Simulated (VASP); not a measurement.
# Ru (P6_3/mmc) in VASP: further runs

Aim: see how the results for Ru move with the level of theory and the settings. Levels: LDA, r2SCAN, PBE. Tasks: single point, relaxation of shape and atoms at fixed volume.

All numbers are computed with VASP 6.6.1; they aren't measurements. Logs are shortened: lines on timing, memory, paths and dates and some standing lists are left out, and cuts for length are marked.

## Step 1: The cell of the first run

Symmetry: P6_3/mmc, No. 194, hexagonal system. Conventional cell: a = 2.720 Å, b = 2.720 Å, c = 4.297 Å, α = 90.00°, β = 90.00°, γ = 120.00°. Within 3.5 Å of Ru (site symmetry -6m2) lie 12 Ru at 2.66 to 2.72 Å.

## Step 2: Single point, LDA

File INCAR:

```
SYSTEM = Ru
ALGO = Normal ; EDIFF = 1E-6
ENCUT = 520 ; ISIF = 2
ISMEAR = 0 ; LASPH = .TRUE.
LCHARG = .FALSE. ; LREAL = .FALSE.
LWAVE = .FALSE. ; NBANDS = 21
NELM = 100 ; PREC = Accurate
SIGMA = 0.1
```

File KPOINTS:

```
k-points
0
G
  18 18 10
  0 0 0
```

File POSCAR:

```
Ru
1.0
    2.7200250913      0.0000000000      0.0000000000
   -1.3600125457      2.3556108280      0.0000000000
    0.0000000000      0.0000000000      4.2967694969
Ru
2
Direct
    0.3333333333      0.6666666667      0.2500000000
    0.6666666667      0.3333333333      0.7500000000
```

Potentials or basis: VASP PAW LDA potentials, release 64 (Ru_pv).

The run is started by

```console
> cat potpaw_LDA.64/Ru_pv/POTCAR > POTCAR
> mpirun -np 1 vasp_std > vasp.out
```

OUTCAR:

```text
SYSTEM = Ru
   EDIFF = 1E-6
   ENCUT = 520
   ISIF = 2
   ISMEAR = 0
   LASPH = .TRUE.
   LREAL = .FALSE.
   NELM = 100
   PREC = Accurate

 ion  position               nearest neighbor table
   1  0.333  0.667  0.250-   2 2.66   2 2.66   2 2.66   2 2.66   2 2.66   2 2.66
   2  0.667  0.333  0.750-   1 2.66   1 2.66   1 2.66   1 2.66   1 2.66   1 2.66

  LATTYP: Found a hexagonal cell.
 ALAT       =     2.7200250913
 C/A-ratio  =     1.5796800958

  Lattice vectors:

 A1 = (   2.7200250913,   0.0000000000,   0.0000000000)
 A2 = (  -1.3600125457,   2.3556108280,   0.0000000000)
 A3 = (   0.0000000000,   0.0000000000,   4.2967694969)

Analysis of symmetry for initial positions (statically):
=====================================================================
 Subroutine PRICEL returns:
 Original cell was already a primitive cell.

 Routine SETGRP: Setting up the symmetry group for a
 hexagonal supercell.

 Subroutine GETGRP returns: Found 24 space group operations
 (whereof 12 operations were pure point group operations)
 out of a pool of 24 trial point group operations.

The static configuration has the point symmetry D_3d.
 The point group associated with its full space group is D_6h.

Analysis of symmetry for dynamics (positions and initial velocities):
=====================================================================
 Subroutine PRICEL returns:
 Original cell was already a primitive cell.

 Routine SETGRP: Setting up the symmetry group for a
 hexagonal supercell.

 Subroutine GETGRP returns: Found 24 space group operations
 (whereof 12 operations were pure point group operations)
 out of a pool of 24 trial point group operations.

The dynamic configuration has the point symmetry D_3d.
 The point group associated with its full space group is D_6h.

 Subroutine INISYM returns: Found 24 space group operations
 (whereof 12 operations are pure point group operations),
 and found     1 'primitive' translations

----------------------------------------------------------------------------------------

                                     Primitive cell

  volume of cell :      27.5308

  direct lattice vectors                    reciprocal lattice vectors
     2.720025091  0.000000000  0.000000000     0.367643667  0.212259170  0.000000000
    -1.360012546  2.355610828  0.000000000     0.000000000  0.424518341  0.000000000
     0.000000000  0.000000000  4.296769497     0.000000000  0.000000000  0.232732987

  length of vectors
     2.720025091  2.720025091  4.296769497     0.424518341  0.424518341  0.232732987

  position of ions in fractional coordinates (direct lattice)
     0.333333333  0.666666667  0.250000000
     0.666666667  0.333333333  0.750000000

  ion indices of the primitive-cell ions
   primitive index   ion index
                 1           1
                 2           2

----------------------------------------------------------------------------------------

 KPOINTS: k-points

Automatic generation of k-mesh.
 Grid dimensions read from file:
 generate k-points for:   18   18   10

 Generating k-lattice:

  Cartesian coordinates                     Fractional coordinates (reciprocal lattice)
     0.020424648  0.011792176  0.000000000     0.055555556 -0.000000000  0.000000000
     0.000000000  0.023584352  0.000000000     0.000000000  0.055555556  0.000000000
     0.000000000  0.000000000  0.023273299     0.000000000  0.000000000  0.100000000

  Length of vectors
     0.023584352  0.023584352  0.023273299

  Shift w.r.t. Gamma in fractional coordinates (k-lattice)
     0.000000000  0.000000000  0.000000000

 Subroutine IBZKPT returns following result:
 ===========================================

 Found    222 irreducible k-points:

 Following reciprocal coordinates:
            Coordinates               Weight
  0.000000  0.000000  0.000000      1.000000
  0.055556  0.000000  0.000000      6.000000
  0.111111  0.000000  0.000000      6.000000
  0.166667  0.000000  0.000000      6.000000
  0.222222  0.000000  0.000000      6.000000
  0.277778  0.000000  0.000000      6.000000
[... 16 lines left out ...]
  0.333333  0.111111  0.000000     12.000000
  0.388889  0.111111  0.000000     12.000000
 [... further k-points ...]
   k-points           NKPTS =    222   k-points in BZ     NKDIM =    222   number of bands    NBANDS=     21
   number of dos      NEDOS =    301   number of ions     NIONS =      2
   total plane-waves  NPLWV =  12800
   dimension x,y,z NGX =    20 NGY =   20 NGZ =   32
   dimension x,y,z NGXF=    40 NGYF=   40 NGZF=   64
   ions per type =               2
   NGX,Y,Z   is equivalent  to a cutoff of  12.22, 12.22, 12.38 a.u.
   NGXF,Y,Z  is equivalent  to a cutoff of  24.45, 24.45, 24.76 a.u.
 SYSTEM =  Ru
   PREC   = accura    normal or accurate (medium, high low for compatibility)
   ISTART =      0    job   : 0-new  1-cont  2-samecut
   ICHARG =      2    charge: 1-file 2-atom 10-const
   ISPIN  =      1    spin polarized calculation?
   LNONCOLLINEAR =      F non collinear calculations
   LSORBIT =      F    spin-orbit coupling
   LASPH  =      T    aspherical Exc in radial PAW
   ENCUT  =  520.0 eV  38.22 Ry    6.18 a.u.   5.06  5.06  7.99*2*pi/ulx,y,z
   NELM   =    100;   NELMIN=  2; NELMDL= -5     # of ELM steps
   EDIFF  = 0.1E-05   stopping-criterion for ELM
   LREAL  =      F    real-space projection
   EDIFFG = 0.1E-04   stopping-criterion for IOM
   NSW    =      0    number of steps for IOM
   IBRION =     -1    ionic relax: 0-MD 1-quasi-New 2-CG
   NFREE  =      0    steps in history (QN), initial steepest desc. (CG)
   ISIF   =      2    stress and relaxation
   ISYM   =      2    0-nonsym 1-usesym 2-fastsym
   POTIM  = 0.5000    time-step for ionic-motion
   TEBEG  =    0.0;   TEEND  =   0.0 temperature during run
   PSTRESS=    0.0 pullay stress
   NELECT =      28.0000    total number of electrons
   NUPDOWN=      -1.0000    fix difference up-down
   EMIN   =  10.00;   EMAX   =-10.00  energy-range for DOS
   EFERMI =   0.00;   METHOD = LEGACY
   ISMEAR =     0;   SIGMA  =   0.10  broadening in eV -4-tet -1-fermi 0-gaus
   EFERMI_NEDOS =   21; number of points for ismear=-14 and -15
   IALGO  =     38    algorithm
   IMIX   =      4    mixing-type and parameters
     AMIX     =   0.40;   BMIX     =  1.00
     AMIX_MAG =   1.60;   BMIX_MAG =  1.00
  volume/ion in A,a.u.               =      13.77        92.89
  Fermi-wavevector in a.u.,A,eV,Ry     =   1.646347  3.111144 36.878020  2.710458
  Thomas-Fermi vector in A             =   2.735990
   LORBIT       =      0    0 simple, 1 ext, 2 COOP (PROOUT), +10 PAW based schemes
   GGA     = CA    functional components
   LHFCALC =     F    Hartree Fock is set to
   AEXX    =    0.0000 exact exchange contribution
   IVDW    =     0    specifies the selected vdW correction
   LEPSILON=     F    determine dielectric tensor
   LRPA    =     F    only Hartree local field effects (RPA)
 non-spin polarized calculation
 Gauss-broadening in eV      SIGMA  =   0.10
  energy-cutoff  :      520.00
  volume of cell :       27.53
 maximum number of plane-waves:       759
   NGX = 11   NGY = 11   NGZ = 15

 number of electron      28.0000013 magnetization

 Free energy of the ion-electron system (eV)
  ---------------------------------------------------
  ext. energy  EPLUGINS =         0.00000000
  ---------------------------------------------------
  free energy    TOTEN  =       -21.32874955 eV

  energy without entropy =      -21.31952210  energy(sigma->0) =      -21.32413582

 E-fermi :  12.4337     XC(G=0): -14.2966

 val. band max:       12.4303360033   @ k =   0.1667   0.1111   0.3000
 cond. band min:      12.4354534450   @ k =   0.0000   0.0000   0.2000
 fundamental gap:      0.0051174417
 Fermi energy:        12.4336854324

 k-point     1 :       0.0000    0.0000    0.0000
  band No.  band energies     occupation
      1     -30.9699      2.00000
      2     -30.0602      2.00000
      3     -30.0602      2.00000
      4     -29.8930      2.00000
      5     -29.8930      2.00000
      6     -29.8540      2.00000
[... 13 lines left out ...]
     20      22.4337      0.00000
     21      22.6027      0.00000

 k-point     2 :       0.0556    0.0000    0.0000
  band No.  band energies     occupation
      1     -30.9596      2.00000
      2     -30.0820      2.00000
      3     -30.0677      2.00000
      4     -29.9158      2.00000
      5     -29.8959      2.00000
      6     -29.8588      2.00000
[... 13 lines left out ...]
     20      22.4337      0.00000
     21      22.5888      0.00000

 k-point     3 :       0.1111    0.0000    0.0000
  band No.  band energies     occupation
      1     -30.9294      2.00000
      2     -30.1446      2.00000
      3     -30.0886      2.00000
      4     -29.9807      2.00000
      5     -29.9047      2.00000
      6     -29.8733      2.00000
[... 13 lines left out ...]
     20      22.4337      0.00000
     21      22.5475      0.00000

 k-point     4 :       0.1667    0.0000    0.0000
  band No.  band energies     occupation
      1     -30.8811      2.00000
      2     -30.2406      2.00000
      3     -30.1199      2.00000
      4     -30.0785      2.00000
      5     -29.9189      2.00000
      6     -29.8973      2.00000
[... 13 lines left out ...]
     20      22.4336      0.00000
     21      22.4945      0.00000

 k-point     5 :       0.2222    0.0000    0.0000
  band No.  band energies     occupation
      1     -30.8178      2.00000
      2     -30.3585      2.00000
      3     -30.1957      2.00000
      4     -30.1572      2.00000
      5     -29.9372      2.00000
      6     -29.9309      2.00000
[... 13 lines left out ...]
     20      22.4336      0.00000
     21      22.4624      0.00000
[... 382 lines left out ...]
     20      22.4334      0.00000
     21      22.4547      0.00000

 k-point    22 :       0.2778    0.1111    0.0000
  band No.  band energies     occupation
      1     -30.6410      2.00000
      2     -30.5885      2.00000
      3     -30.4579      2.00000
      4     -30.2444      2.00000
      5     -30.0380      2.00000
      6     -30.0262      2.00000
[... 13 lines left out ...]
     20      22.4330      0.00000
     21      22.4434      0.00000

 k-point    23 :       0.3333    0.1111    0.0000
  band No.  band energies     occupation
      1     -30.6782      2.00000
      2     -30.5648      2.00000
      3     -30.5184      2.00000
      4     -30.2902      2.00000
      5     -30.0912      2.00000
      6     -30.0466      2.00000
[... 13 lines left out ...]
     20      22.4333      0.00000
     21      23.0550      0.00000

 k-point    24 :       0.3889    0.1111    0.0000
  band No.  band energies     occupation
      1     -30.7365      2.00000
      2     -30.5578      2.00000
      3     -30.5030      2.00000
      4     -30.3196      2.00000
      5     -30.1379      2.00000
      6     -30.0599      2.00000
[... 13 lines left out ...]
     20      22.4327      0.00000
     21      23.4136      0.00000

 [... further k-points ...]
[... 5 lines left out ...]
  --------------------------------------------------------------------------------------
  -------------------------------------------------------------------------------------
  Total       -2.6553421     -2.6553421     -2.7776344      0.0000000     -0.0000000      0.0000000
  in kB     -154.5299101   -154.5299102   -161.6468153      0.0000000     -0.0000000      0.0000000
  external PRESSURE =    -156.9022119 kB  Pullay stress =       0.0000000 kB

 VOLUME and BASIS-vectors are now :
 -----------------------------------------------------------------------------
  energy-cutoff  :      520.00
  volume of cell :       27.53
      direct lattice vectors                 reciprocal lattice vectors
     2.720025091  0.000000000  0.000000000     0.367643667  0.212259170  0.000000000
    -1.360012546  2.355610828  0.000000000     0.000000000  0.424518341  0.000000000
     0.000000000  0.000000000  4.296769497     0.000000000  0.000000000  0.232732987

 POSITION                                       TOTAL-FORCE (eV/Angst)
 -----------------------------------------------------------------------------------
     -0.00000      1.57041      1.07419        -0.000000     -0.000000      0.000000
      1.36001      0.78520      3.22258         0.000000      0.000000      0.000000
 -----------------------------------------------------------------------------------
    total drift:                               -0.000000      0.000000     -0.000000

  FREE ENERGIE OF THE ION-ELECTRON SYSTEM (eV)
  ---------------------------------------------------
  free  energy   TOTEN  =       -21.3287495456 eV

  energy  without entropy=      -21.3195221012  energy(sigma->0) =      -21.32413582
```

Run time: 58 s. Hardware: 1 thread of Intel Xeon 6975P-C, shared host; peak memory 0.21 GiB.

What came out:

```yaml
Free_energy: -21.3287 eV
Pressure: -15.7 GPa
Band_gap_on_the_k_mesh: zero (band 14 reaches 13.90 eV, above the bottom of band 15 at 10.82 eV)
```

Stress tensor (GPa, compression positive):
```
-15.45   0.00   0.00
  0.00 -15.45   0.00
  0.00   0.00 -16.16
```

Levels at points of the mesh, in eV from the Fermi level:
| k point | band 12 | band 13 | band 14 | band 15 | band 16 | band 17 |
| --- | --- | --- | --- | --- | --- | --- |
| (0.00, 0.00, 0.00) | -1.88 | -1.88 | -1.37 | -1.37 | 1.18 | 1.18 |
| (0.50, 0.00, 0.00) | -1.77 | -1.49 | 1.40 | 1.82 | 1.91 | 4.01 |
| (0.00, 0.00, 0.50) | -2.72 | -2.67 | -2.67 | 0.55 | 0.55 | 0.55 |
| (0.50, 0.00, 0.50) | -1.04 | 0.45 | 0.45 | 1.66 | 1.66 | 3.35 |

## Step 3: Single point, r2SCAN

POSCAR is that of step 2.

File INCAR.step1:

```
PREC     = Accurate       # precision mode
ENCUT    = 520            # plane-wave cutoff, eV
ISMEAR   = 0              # smearing method
SIGMA    = 0.1            # smearing width, eV
LREAL    = False          # projectors in reciprocal space
LASPH    = True           # aspherical terms in the spheres
NELM     = 100            # most SCF steps
NBANDS   = 21             # bands
GGA      = PE             # functional
ALGO     = Normal         # electronic algorithm
EDIFF    = 1E-4           # SCF threshold, eV
LWAVE    = True           # write WAVECAR
LCHARG   = False          # write CHGCAR
```

File INCAR.step2:

```
PREC     = Accurate       # precision mode
ENCUT    = 520            # plane-wave cutoff, eV
EDIFF    = 1E-6           # SCF threshold, eV
ISMEAR   = 0              # smearing method
SIGMA    = 0.1            # smearing width, eV
LREAL    = False          # projectors in reciprocal space
LASPH    = True           # aspherical terms in the spheres
NELM     = 100            # most SCF steps
ALGO     = Normal         # electronic algorithm
ISIF     = 2              # what is computed and relaxed
LWAVE    = False          # write WAVECAR
LCHARG   = False          # write CHGCAR
METAGGA  = R2SCAN         # meta-GGA
LMIXTAU  = True         
NBANDS   = 21             # bands
ISTART   = 1
```

File KPOINTS:

```
regular mesh
0
Gamma
  18 18 10
```

Potentials or basis: VASP PAW PBE potentials, release 64 (Ru_pv).

The run is started by

```console
> cat potpaw_PBE.64/Ru_pv/POTCAR > POTCAR
> cp INCAR.step1 INCAR
> mpirun -np 1 vasp_std > vasp.out
> cp INCAR.step2 INCAR
> mpirun -np 1 vasp_std > vasp.out
```

It took 5.9 min on 1 thread of Intel Xeon 6975P-C, shared host; peak memory 0.22 GiB.

Results (log left out):

| Quantity | Value |
| --- | --- |
| Free energy | -50.8528 eV |
| Pressure | -5.1 GPa |
| Band gap on the k mesh | zero (band 14 reaches 13.99 eV, above the bottom of band 15 at 10.80 eV) |

Stress tensor (GPa, compression positive):
```
-4.96  0.00  0.00
 0.00 -4.96  0.00
 0.00  0.00 -5.51
```

Levels at points of the mesh, in eV from the Fermi level:
```tsv
k point	band 12	band 13	band 14	band 15	band 16	band 17
(0.00, 0.00, 0.00)	-1.95	-1.95	-1.44	-1.44	1.21	1.21
(0.50, 0.00, 0.00)	-1.84	-1.53	1.44	1.87	1.95	4.16
(0.00, 0.00, 0.50)	-2.82	-2.76	-2.76	0.56	0.56	0.56
(0.50, 0.00, 0.50)	-1.08	0.46	0.46	1.71	1.71	3.49
```

Caveat: the PAW data sets were made with another functional, which shifts forces and pressure a little.

## Step 4: Relaxation of shape and atoms at fixed volume, PBE (volume scaled by 0.91)

File INCAR:

```
PREC = Accurate ; ENCUT = 600
EDIFF = 1E-6 ; ISMEAR = 0
SIGMA = 0.1 ; LREAL = False
LASPH = True ; NELM = 60
ALGO = Fast ; ISIF = 4
LWAVE = False ; LCHARG = False
GGA = PE ; IBRION = 2
NSW = 50 ; EDIFFG = -0.01
```

KPOINTS is that of step 3.

File POSCAR:

```
Ru
1.0
    2.6335154474      0.0000000000      0.0000000000
   -1.3167577237      2.2806912787      0.0000000000
    0.0000000000      0.0000000000      4.1711665289
Ru
2
Direct
    0.3333333333      0.6666666667      0.2500000000
    0.6666666667      0.3333333333      0.7500000000
```

The run is started by

```console
> cat potpaw_PBE.64/Ru_pv/POTCAR > POTCAR
> mpirun -np 1 vasp_std > vasp.out
```

Run time: 88 s. Hardware: 1 thread of Intel Xeon 6975P-C, shared host; peak memory 0.23 GiB.

It converged, with:

* Free energy: -18.2103 eV
* Energy gained by relaxing: 0.0 meV/atom
* Ionic steps: 3
* Pressure after relaxing: 36.9 GPa
* Band gap on the k mesh: zero (band 14 reaches 16.04 eV, above the bottom of band 15 at 12.51 eV)

Stress tensor (GPa, compression positive):
```
36.92  0.00  0.00
 0.00 36.92  0.00
 0.00  0.00 36.83
```

Final structure:
```xyz
2
Lattice="2.6323 0.0000 0.0000 -1.3161 2.2796 0.0000 0.0000 0.0000 4.1751" Properties=species:S:1:pos:R:3 pbc="T T T"
Ru    0.0000    1.5198    1.0438
Ru    1.3161    0.7599    3.1313
```

Levels at points of the mesh, in eV from the Fermi level:
| k point | band 12 | band 13 | band 14 | band 15 | band 16 | band 17 |
| --- | --- | --- | --- | --- | --- | --- |
| (0.00, 0.00, 0.00) | -2.15 | -2.15 | -1.54 | -1.54 | 1.34 | 1.34 |
| (0.50, 0.00, 0.00) | -1.90 | -1.69 | 1.66 | 2.13 | 2.19 | 4.56 |
| (0.00, 0.00, 0.50) | -3.10 | -2.97 | -2.97 | 0.64 | 0.64 | 0.64 |
| (0.50, 0.00, 0.50) | -1.18 | 0.52 | 0.52 | 1.95 | 1.95 | 3.75 |

## Step 5: Overview

| task | level | potentials or basis | cell | cutoff (eV) | gap on the mesh (eV) | pressure (GPa) |
| --- | --- | --- | --- | --- | --- | --- |
| single point | LDA | VASP PAW LDA potentials, release 64 (Ru_pv) | a = 2.720, b = 2.720, c = 4.297 Å, angles 90.0, 90.0, 120.0°, 2 atoms | 520 | none | -15.7 |
| single point | r2SCAN | VASP PAW PBE potentials, release 64 (Ru_pv) | a = 2.720, b = 2.720, c = 4.297 Å, angles 90.0, 90.0, 120.0°, 2 atoms | 520 | none | -5.1 |
| relaxation of shape and atoms at fixed volume | PBE | VASP PAW PBE potentials, release 64 (Ru_pv) | relaxed from a = 2.634, b = 2.634, c = 4.171 Å, angles 90.0, 90.0, 120.0°, 2 atoms | 600 | none | 36.9 |

Alike in all rows: no spin polarisation; k mesh 18 × 18 × 10; smearing gaussian 0.1 eV.

Caveats: the PAW data sets were made with another functional, which shifts forces and pressure a little (some runs).

Total energies depend on the potentials used, so only differences within one code and one set of settings carry meaning.
